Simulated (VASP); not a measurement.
Here is a VASP 6.6.1 calculation.

The input INCAR:

```
PREC = Accurate ; ENCUT = 520
EDIFF = 1E-6 ; ISMEAR = 0
SIGMA = 0.15 ; LREAL = F
LASPH = T ; NELM = 80
ALGO = Fast ; ISIF = 2
LWAVE = F ; LCHARG = F
GGA = CA ; NBANDS = 26
```

File KPOINTS:

```
regular mesh
0
Gamma
  14 14 14
```

Contents of POSCAR:

```
AlCu3
1.0
   -0.2230296345      2.7038684563      2.7038684563
    2.7038684563     -0.2230296345      2.7038684563
    2.7038684563      2.7038684563     -0.2230296345
Al Cu
1 3
Direct
    0.0000000000      0.0000000000      0.0000000000
    0.5000000000      0.5000000000      0.5000000000
    0.2500000000      0.2500000000      0.2500000000
    0.7500000000      0.7500000000      0.7500000000
```

Potentials or basis: VASP PAW LDA potentials, release 64 (Al, Cu).

Run with:

```sh
$ cat potpaw_LDA.64/Al/POTCAR potpaw_LDA.64/Cu/POTCAR > POTCAR
$ mpirun -np 1 vasp_std > vasp.out
```

(1) Predict the band gap on the k mesh.

(2) What does it give for the largest force?

(3) Predict the pressure.

## Answers

(1) zero (bands 18 and 19 overlap by 5.50 eV).

(2) 0.065 eV/Å.

(3) 12.3 GPa.

Caveat: the cell stands under pressure.
